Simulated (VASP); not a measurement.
# BeGe2 in VASP: notebook

Runs on BeGe2. Level: PBE. Tasks: relaxation of cell and atoms, single point.

Program: VASP 6.6.1. These are calculated values, not measurements. Logs are shortened: lines on timing, memory, paths and dates and some standing lists are left out, and cuts for length are marked.

### Step 1. The cell of the first run

The structure is orthorhombic, space group Cccm (No. 66). The conventional cell has a = 7.186 Å, b = 9.897 Å, c = 4.219 Å, α = 90.00°, β = 90.00°, γ = 90.00°. Be (site symmetry 222) has 2 Be at 2.11 Å and 4 Ge at 2.34 Å within 2.8 Å. Ge (site symmetry m) has 2 Be at 2.34 Å and 3 Ge at 2.46 to 2.50 Å within 3.1 Å.

### Step 2. Relaxation of cell and atoms, PBE

INCAR reads:

```
PREC = Accurate
ENCUT = 600
EDIFF = 1E-6
ISMEAR = 0
SIGMA = 0.1
LREAL = False
LASPH = True
NELM = 100
ALGO = Normal
ISIF = 3
LWAVE = False
LCHARG = False
GGA = PE
IBRION = 2
NSW = 100
EDIFFG = -0.01
KPAR = 4
```

KPOINTS reads:

```
regular mesh
0
Gamma
  8 8 10
```

POSCAR reads:

```
BeGe2
1.0
    3.5928325083     -4.9484274293      0.0000000000
    3.5928325083      4.9484274293      0.0000000000
    0.0000000000      0.0000000000      4.2193430559
Be Ge
2 4
Direct
    0.5000000000      0.5000000000      0.7500000000
    0.5000000000      0.5000000000      0.2500000000
    0.2069575586      0.6071035200      0.0000000000
    0.7930424414      0.3928964800      0.0000000000
    0.3928964800      0.7930424414      0.5000000000
    0.6071035200      0.2069575586      0.5000000000
```

Potentials or basis: VASP PAW PBE potentials, release 64 (Be, Ge_d).

The run is started by

```bash
> cat potpaw_PBE.64/Be/POTCAR potpaw_PBE.64/Ge_d/POTCAR > POTCAR
> mpirun -np 4 vasp_std > vasp.out
```

OUTCAR:

```text
PREC = Accurate
   ENCUT = 600
   EDIFF = 1E-6
   ISMEAR = 0
   LREAL = False
   LASPH = True
   NELM = 100
   ISIF = 3
   GGA = PE
   IBRION = 2
   NSW = 100
   EDIFFG = -0.01

 ion  position               nearest neighbor table
   1  0.500  0.500  0.750-   2 2.11   2 2.11   4 2.34   5 2.34   6 2.34   3 2.34
   2  0.500  0.500  0.250-   1 2.11   1 2.11   4 2.34   5 2.34   6 2.34   3 2.34
   3  0.207  0.607  0.000-   1 2.34   2 2.34   4 2.46   5 2.50   5 2.50
   4  0.793  0.393  0.000-   1 2.34   2 2.34   3 2.46   6 2.50   6 2.50
   5  0.393  0.793  0.500-   1 2.34   2 2.34   6 2.46   3 2.50   3 2.50
   6  0.607  0.207  0.500-   1 2.34   2 2.34   5 2.46   4 2.50   4 2.50

  LATTYP: Found a base centered orthorhombic cell.
 ALAT       =     7.1856650166
 B/A-ratio  =     1.3773053483
 C/A-ratio  =     0.5871889444

  Lattice vectors:

 A1 = (   3.5928325083,  -4.9484274293,   0.0000000000)
 A2 = (   3.5928325083,   4.9484274293,   0.0000000000)
 A3 = (   0.0000000000,   0.0000000000,   4.2193430559)

Analysis of symmetry for initial positions (statically):
=====================================================================
 Subroutine PRICEL returns:
 Original cell was already a primitive cell.

 Routine SETGRP: Setting up the symmetry group for a
 base centered orthorhombic supercell.

 Subroutine GETGRP returns: Found  8 space group operations
 (whereof  4 operations were pure point group operations)
 out of a pool of  8 trial point group operations.

The static configuration has the point symmetry C_2h.
 The point group associated with its full space group is D_2h.

Analysis of symmetry for dynamics (positions and initial velocities):
=====================================================================
 Subroutine PRICEL returns:
 Original cell was already a primitive cell.

 Routine SETGRP: Setting up the symmetry group for a
 base centered orthorhombic supercell.

 Subroutine GETGRP returns: Found  8 space group operations
 (whereof  4 operations were pure point group operations)
 out of a pool of  8 trial point group operations.

The dynamic configuration has the point symmetry C_2h.
 The point group associated with its full space group is D_2h.

 Subroutine INISYM returns: Found  8 space group operations
 (whereof  4 operations are pure point group operations),
 and found     1 'primitive' translations

----------------------------------------------------------------------------------------

                                     Primitive cell

  volume of cell :     150.0303

  direct lattice vectors                    reciprocal lattice vectors
     3.592832508 -4.948427429  0.000000000     0.139165964 -0.101042201  0.000000000
     3.592832508  4.948427429  0.000000000     0.139165964  0.101042201  0.000000000
     0.000000000  0.000000000  4.219343056     0.000000000  0.000000000  0.237003720

  length of vectors
     6.115176159  6.115176159  4.219343056     0.171978755  0.171978755  0.237003720

  position of ions in fractional coordinates (direct lattice)
     0.500000000  0.500000000  0.750000000
     0.500000000  0.500000000  0.250000000
     0.206957559  0.607103520  0.000000000
     0.793042441  0.392896480  0.000000000
     0.392896480  0.793042441  0.500000000
     0.607103520  0.206957559  0.500000000

  ion indices of the primitive-cell ions
   primitive index   ion index
                 1           1
                 2           2
                 3           3
                 4           4
                 5           5
                 6           6

----------------------------------------------------------------------------------------

 KPOINTS: regular mesh

Automatic generation of k-mesh.
 Grid dimensions read from file:
 generate k-points for:    8    8   10

 Generating k-lattice:

  Cartesian coordinates                     Fractional coordinates (reciprocal lattice)
     0.017395746 -0.012630275  0.000000000     0.125000000 -0.000000000  0.000000000
     0.017395746  0.012630275  0.000000000    -0.000000000  0.125000000  0.000000000
     0.000000000  0.000000000  0.023700372     0.000000000  0.000000000  0.100000000

  Length of vectors
     0.021497344  0.021497344  0.023700372

  Shift w.r.t. Gamma in fractional coordinates (k-lattice)
     0.000000000  0.000000000  0.000000000

 Subroutine IBZKPT returns following result:
 ===========================================

 Found    126 irreducible k-points:

 Following reciprocal coordinates:
            Coordinates               Weight
  0.000000  0.000000  0.000000      1.000000
  0.125000 -0.000000  0.000000      4.000000
  0.250000 -0.000000  0.000000      4.000000
  0.375000 -0.000000  0.000000      4.000000
  0.500000 -0.000000  0.000000      2.000000
  0.125000  0.125000  0.000000      2.000000
[... 16 lines left out ...]
  0.125000 -0.000000  0.100000      8.000000
  0.250000 -0.000000  0.100000      8.000000
 [... further k-points ...]
   k-points           NKPTS =    126   k-points in BZ     NKDIM =    126   number of bands    NBANDS=     36
   number of dos      NEDOS =    301   number of ions     NIONS =      6
   total plane-waves  NPLWV =  90000
   dimension x,y,z NGX =    50 NGY =   50 NGZ =   36
   dimension x,y,z NGXF=   100 NGYF=  100 NGZF=   72
   ions per type =               2   4
   NGX,Y,Z   is equivalent  to a cutoff of  13.59, 13.59, 14.18 a.u.
   NGXF,Y,Z  is equivalent  to a cutoff of  27.19, 27.19, 28.37 a.u.
 SYSTEM =  unknown system
   PREC   = accura    normal or accurate (medium, high low for compatibility)
   ISTART =      0    job   : 0-new  1-cont  2-samecut
   ICHARG =      2    charge: 1-file 2-atom 10-const
   ISPIN  =      1    spin polarized calculation?
   LNONCOLLINEAR =      F non collinear calculations
   LSORBIT =      F    spin-orbit coupling
   LASPH  =      T    aspherical Exc in radial PAW
   ENCUT  =  600.0 eV  44.10 Ry    6.64 a.u.  12.21 12.21  8.43*2*pi/ulx,y,z
   NELM   =    100;   NELMIN=  2; NELMDL= -5     # of ELM steps
   EDIFF  = 0.1E-05   stopping-criterion for ELM
   LREAL  =      F    real-space projection
   EDIFFG = -.1E-01   stopping-criterion for IOM
   NSW    =    100    number of steps for IOM
   IBRION =      2    ionic relax: 0-MD 1-quasi-New 2-CG
   NFREE  =      1    steps in history (QN), initial steepest desc. (CG)
   ISIF   =      3    stress and relaxation
   ISYM   =      2    0-nonsym 1-usesym 2-fastsym
   POTIM  = 0.5000    time-step for ionic-motion
   TEBEG  =    0.0;   TEEND  =   0.0 temperature during run
   PSTRESS=    0.0 pullay stress
   NELECT =      60.0000    total number of electrons
   NUPDOWN=      -1.0000    fix difference up-down
   EMIN   =  10.00;   EMAX   =-10.00  energy-range for DOS
   EFERMI =   0.00;   METHOD = LEGACY
   ISMEAR =     0;   SIGMA  =   0.10  broadening in eV -4-tet -1-fermi 0-gaus
   EFERMI_NEDOS =   21; number of points for ismear=-14 and -15
   IALGO  =     38    algorithm
   IMIX   =      4    mixing-type and parameters
     AMIX     =   0.40;   BMIX     =  1.00
     AMIX_MAG =   1.60;   BMIX_MAG =  1.00
  volume/ion in A,a.u.               =      25.01       168.74
  Fermi-wavevector in a.u.,A,eV,Ry     =   1.206143  2.279280 19.793506  1.454782
  Thomas-Fermi vector in A             =   2.341819
   LORBIT       =      0    0 simple, 1 ext, 2 COOP (PROOUT), +10 PAW based schemes
   GGA     = PE    functional components
   LHFCALC =     F    Hartree Fock is set to
   AEXX    =    0.0000 exact exchange contribution
   IVDW    =     0    specifies the selected vdW correction
   LEPSILON=     F    determine dielectric tensor
   LRPA    =     F    only Hartree local field effects (RPA)
 conjugate gradient relaxation of ions
 non-spin polarized calculation
 Gauss-broadening in eV      SIGMA  =   0.10
  energy-cutoff  :      600.00
  volume of cell :      150.03
 maximum number of plane-waves:      5042
 NGX is ok and might be reduce to    50

--------------------------------------- Ionic step        1  -------------------------------------------

 number of electron      59.9999992 magnetization

 Free energy of the ion-electron system (eV)
  ---------------------------------------------------
  ext. energy  EPLUGINS =         0.00000000
  ---------------------------------------------------
  free energy    TOTEN  =       -23.43592749 eV

  energy without entropy =      -23.43461060  energy(sigma->0) =      -23.43526904

------------------------ aborting loop because EDIFF is reached ----------------------------------------

  FORCE on cell =-STRESS in cart. coord.  units (eV):
  Direction    XX          YY          ZZ          XY          YZ          ZX
  --------------------------------------------------------------------------------------
  -------------------------------------------------------------------------------------
  Total        0.3020571      0.1123115     -0.6543775      0.0000000      0.0000000      0.0000000
  in kB        3.2256748      1.1993774     -6.9881127      0.0000000      0.0000000      0.0000000
  external PRESSURE =      -0.8543535 kB  Pullay stress =       0.0000000 kB

 VOLUME and BASIS-vectors are now :
 -----------------------------------------------------------------------------
  energy-cutoff  :      600.00
  volume of cell :      150.03
      direct lattice vectors                 reciprocal lattice vectors
     3.592832508 -4.948427429  0.000000000     0.139165964 -0.101042201  0.000000000
     3.592832508  4.948427429  0.000000000     0.139165964  0.101042201  0.000000000
     0.000000000  0.000000000  4.219343056     0.000000000  0.000000000  0.237003720
[... 281 lines left out ...]
 POSITION                                       TOTAL-FORCE (eV/Angst)
 -----------------------------------------------------------------------------------
      3.61560      0.00000      3.13813         0.000000      0.000000      0.000000
      3.61560      0.00000      1.04604         0.000000      0.000000      0.000000
      2.93510      1.98148      0.00000         0.010928     -0.017433     -0.000000
      4.29611     -1.98148      0.00000        -0.010928      0.017433     -0.000000
      4.29611      1.98148      2.09209        -0.010928     -0.017433      0.000000
      2.93510     -1.98148      2.09209         0.010928      0.017433     -0.000000
 -----------------------------------------------------------------------------------
    total drift:                                0.000000      0.000000      0.000000

  FREE ENERGIE OF THE ION-ELECTRON SYSTEM (eV)
  ---------------------------------------------------
  free  energy   TOTEN  =       -23.4408604794 eV

  energy  without entropy=      -23.4398836176  energy(sigma->0) =      -23.44037205

--------------------------------------- Ionic step        9  -------------------------------------------

 number of electron      60.0000016 magnetization

 Free energy of the ion-electron system (eV)
  ---------------------------------------------------
  ext. energy  EPLUGINS =         0.00000000
  ---------------------------------------------------
  free energy    TOTEN  =       -23.44088922 eV

  energy without entropy =      -23.43989615  energy(sigma->0) =      -23.44039268

 E-fermi :   2.2287     XC(G=0):  -8.1067

 val. band max:        2.2284073069   @ k =  -0.3750   0.3750   0.0000
 cond. band min:       2.2537334521   @ k =  -0.2500   0.2500   0.0000
 fundamental gap:      0.0253261452
 Fermi energy:         2.2287495426

 k-point     1 :       0.0000    0.0000    0.0000
  band No.  band energies     occupation
      1     -22.4555      2.00000
      2     -22.4337      2.00000
      3     -22.3872      2.00000
      4     -22.3743      2.00000
      5     -22.3263      2.00000
      6     -22.3223      2.00000
[... 925 lines left out ...]
     35       5.8701      0.00000
     36       6.5108      0.00000

 [... further k-points ...]
[... 5 lines left out ...]
  --------------------------------------------------------------------------------------
  -------------------------------------------------------------------------------------
  Total       -0.0334134     -0.0166425     -0.0300410      0.0000000      0.0000000      0.0000000
  in kB       -0.3566268     -0.1776278     -0.3206329      0.0000000      0.0000000      0.0000000
  external PRESSURE =      -0.2849625 kB  Pullay stress =       0.0000000 kB

 VOLUME and BASIS-vectors are now :
 -----------------------------------------------------------------------------
  energy-cutoff  :      600.00
  volume of cell :      150.11
      direct lattice vectors                 reciprocal lattice vectors
     3.618570762 -4.954994028  0.000000000     0.138176101 -0.100908295  0.000000000
     3.618570762  4.954994028  0.000000000     0.138176101  0.100908295  0.000000000
     0.000000000  0.000000000  4.186074525     0.000000000  0.000000000  0.238887290

 POSITION                                       TOTAL-FORCE (eV/Angst)
 -----------------------------------------------------------------------------------
      3.61857      0.00000      3.13956         0.000000     -0.000000      0.000000
      3.61857      0.00000      1.04652         0.000000     -0.000000     -0.000000
      2.93811      1.98046      0.00000        -0.007107     -0.002322     -0.000000
      4.29903     -1.98046      0.00000         0.007107      0.002322     -0.000000
      4.29903      1.98046      2.09304         0.007107     -0.002322     -0.000000
      2.93811     -1.98046      2.09304        -0.007107      0.002322     -0.000000
 -----------------------------------------------------------------------------------
    total drift:                                0.000000      0.000000      0.000000

  FREE ENERGIE OF THE ION-ELECTRON SYSTEM (eV)
  ---------------------------------------------------
  free  energy   TOTEN  =       -23.4408892150 eV

  energy  without entropy=      -23.4398961512  energy(sigma->0) =      -23.44039268

 reached required accuracy - stopping structural energy minimisation
```

Wall time 9.9 min (4 MPI ranks of Intel Xeon 6975P-C (Granite Rapids), shared host); peak memory 0.75 GiB.

Results:

| Property | Result |
| --- | --- |
| Free energy | -23.4409 eV |
| Relaxed volume | 25.02 Å³/atom |
| Relaxed cell | a = 6.136 Å, b = 6.136 Å, c = 4.186 Å, α = 90.00°, β = 90.00°, γ = 107.72° |
| Space group after relaxing (to 0.1 Å) | Cccm (No. 66) |
| Energy gained by relaxing | 0.8 meV/atom |
| Ionic steps | 9 |
| Pressure after relaxing | 0.0 GPa |
| Largest force after relaxing | 0.007 eV/Å |
| Band gap on the k mesh | zero (bands 30 and 31 overlap by 0.15 eV) |

Forces in eV/Å, atoms in the order of the input:
```
Be   0.000  0.000  0.000
Be   0.000  0.000  0.000
Ge  -0.007 -0.002  0.000
Ge   0.007  0.002  0.000
Ge   0.007 -0.002  0.000
Ge  -0.007  0.002  0.000
```

Step by step:
```tsv
step	energy change (eV)	largest force (eV/Å)	pressure (GPa)	volume (Å³)
1	0.0000	0.0656	-0.09	150.03
2	-0.0037	0.0501	0.02	149.74
3	-0.0044	0.0408	0.06	149.55
4	-0.0044	0.0380	0.13	149.52
5	-0.0044	0.0409	0.11	149.53
6	-0.0049	0.0204	0.00	149.92
7	-0.0049	0.0221	-0.02	149.94
8	-0.0049	0.0206	0.05	149.93
9	-0.0050	0.0075	-0.03	150.11
```

Final structure:
```
Be Ge
1.0
     3.61857   -4.95499    0.00000
     3.61857    4.95499    0.00000
     0.00000    0.00000    4.18607
Be Ge
2 4
Direct
  0.50000 0.50000 0.75000
  0.50000 0.50000 0.25000
  0.20613 0.60582 0.00000
  0.79387 0.39418 0.00000
  0.39418 0.79387 0.50000
  0.60582 0.20613 0.50000
```

### Step 3. Single point, PBE

This run uses another cell than the first one: it holds 12 atoms, not 6.

INCAR reads:

```
SYSTEM = BeGe2
  PREC = Accurate
  ENCUT = 520
  EDIFF = 1E-6
  ISMEAR = 0
  SIGMA = 0.2
  LREAL = .False.
  LASPH = .True.
  NELM = 60
  ALGO = Normal
  ISIF = 2
  LWAVE = .False.
  LCHARG = .False.
  GGA = PE
  NBANDS = 72
```

KPOINTS reads:

```
Automatic mesh
0
Gamma
  4 4 2
  0 0 0
```

POSCAR reads:

```
BeGe2
1.0
   -0.0031732430      0.0024244587      4.2193411661
    6.0416625709     -0.9463356692      0.0045731252
   -1.9415163252     12.0749518847     -0.0072149445
Be Ge
4 8
Direct
    0.7500564136      0.4986701281      0.2499325726
    0.7499785067      0.5013009561      0.7500508006
    0.2500192773      0.4987037898      0.2499484287
    0.2499467664      0.5013338434      0.7500682151
    0.0000283805      0.2059496365      0.3037802354
   -0.0000491683      0.2079365648      0.8033066578
    0.0000505472      0.7920605178      0.1966875651
   -0.0000350646      0.7940450753      0.6962203800
    0.5000225042      0.3921237394      0.3966140223
    0.4999433841      0.3937314183      0.8964139652
    0.5000587798      0.6062724119      0.1035893630
    0.4999796730      0.6078719184      0.6033877941
```

Potentials or basis: VASP PAW PBE potentials, release 64 (Be, Ge_d).

The run is started by

```bash
> cat potpaw_PBE.64/Be/POTCAR potpaw_PBE.64/Ge_d/POTCAR > POTCAR
> mpirun -np 1 vasp_std > vasp.out
```

It took 6 min on 1 thread of Intel Xeon Platinum 8488C (Sapphire Rapids), shared host; peak memory 0.54 GiB.

Results (log left out):

```yaml
Free_energy: -46.8233 eV
Pressure: 0.0 GPa
Largest_force: 0.011 eV/Å
Band_gap_on_the_k_mesh: zero (bands 60 and 61 overlap by 0.25 eV)
```

Forces on the atoms (eV/Å):
```
Be   0.001  0.001 -0.001
Be  -0.001  0.000 -0.001
Be   0.001  0.000  0.001
Be  -0.001  0.000  0.001
Ge  -0.007 -0.005  0.000
Ge  -0.008 -0.004  0.000
Ge   0.007  0.005  0.000
Ge   0.008  0.004  0.001
Ge   0.005  0.009  0.000
Ge   0.003  0.010  0.000
Ge  -0.004 -0.010  0.000
Ge  -0.005 -0.010  0.000
```

Levels at points of the mesh, in eV from the Fermi level:
```
           k point  band 56  band 57  band 58  band 59  band 60  band 61  band 62  band 63  band 64  band 65
(0.00, 0.00, 0.00)    -2.28    -2.06    -1.88    -1.07    -0.70    -0.08     0.67     1.58     2.21     2.84
(0.50, 0.00, 0.00)    -2.07    -1.46    -1.46    -1.20    -0.10     0.30     0.53     0.58     0.59     2.43
(0.00, 0.50, 0.00)    -2.06    -1.97    -1.07    -0.27     0.16     0.40     0.48     0.67     1.51     1.58
(0.50, 0.50, 0.00)    -2.20    -1.20    -0.66    -0.66    -0.10     0.30     0.53     1.61     1.61     2.43
(0.00, 0.00, 0.50)    -2.33    -2.09    -2.08    -1.15    -1.14     0.43     0.43     2.07     2.07     3.35
(0.50, 0.00, 0.50)    -2.14    -1.35    -1.35    -0.85    -0.85     0.47     0.48     0.62     0.63     3.19
(0.00, 0.50, 0.50)    -2.15    -1.02    -1.02    -0.76    -0.76     0.41     0.41     1.50     1.50     2.15
(0.50, 0.50, 0.50)    -2.03    -1.56    -1.56    -0.53    -0.52     1.07     1.07     1.42     1.42     2.73
```

Caveat: the k points lie up to 0.37 Å⁻¹ apart.

The gap in the log of VASP goes by the Fermi energy; the results here count the filled bands.